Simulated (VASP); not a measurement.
Set up this calculation in VASP 6.6.1, as the native input.

```
Task                   : single point
Functional             : PBEsol
Potentials or basis    : VASP PAW PBE potentials, release 64 (Cd, Se, S)
Cutoff                 : 520 eV
k mesh                 : 8 × 8 × 4
Occupations            : gaussian, width 0.02 eV
Spin                   : no spin polarisation
Dipole correction      : no
Further INCAR settings : ALGO = Normal; EDIFF = 1e-06; NBANDS = 46
```

The structure of Cd4Se3S lies in POSCAR:

```
Cd4Se3S
1.0
    4.3365106568      0.0000000000      0.0000000000
    0.0000000000      4.3365106568      0.0000000000
    0.0000000000      0.0000000000     12.2326177209
Cd Se S
4 3 1
Direct
    0.5000000000      0.0000000000      0.8843514796
    0.0000000000      0.5000000000      0.1156485204
    0.5000000000      0.0000000000      0.3716567237
    0.0000000000      0.5000000000      0.6283432763
    0.5000000000      0.5000000000      0.2435707226
    0.0000000000      0.0000000000      0.5000000000
    0.5000000000      0.5000000000      0.7564292774
    0.0000000000      0.0000000000      0.0000000000
```

One way to write it, as run:

INCAR

```
SYSTEM = Cd4Se3S
PREC     = Accurate       ! precision mode
ENCUT    = 520            ! plane-wave cutoff, eV
EDIFF    = 1E-6           ! SCF threshold, eV
ISMEAR   = 0              ! smearing method
SIGMA    = 0.02           ! smearing width, eV
LREAL    = .False.        ! projectors in reciprocal space
LASPH    = .True.         ! aspherical terms in the spheres
NELM     = 100            ! most SCF steps
ALGO     = Normal         ! electronic algorithm
ISIF     = 2              ! what is computed and relaxed
LWAVE    = .False.        ! write WAVECAR
LCHARG   = .True.         ! write CHGCAR
GGA      = PS             ! functional
LELF     = .True.         ! ELF
LVHAR    = .True.       
NBANDS   = 46             ! bands
```

KPOINTS

```
Automatic mesh
0
Gamma
  8 8 4
  0 0 0
```

Potentials or basis: VASP PAW PBE potentials, release 64 (Cd, Se, S).

Run with:

```console
$ cat potpaw_PBE.64/Cd/POTCAR potpaw_PBE.64/Se/POTCAR potpaw_PBE.64/S/POTCAR > POTCAR
$ mpirun -np 1 vasp_std > vasp.out
```

Results of the run:

- Pressure: -2.3 GPa
- Largest force: 0.010 eV/Å
- Band gap on the k mesh: 0.47 eV

Caveat: the PAW data sets were made with another functional, which shifts forces and pressure a little.

Run time: 4.3 min on 1 thread of AMD EPYC 9R45 96-Core Processor (Zen 5), on a shared host, peak memory 0.51 GiB.
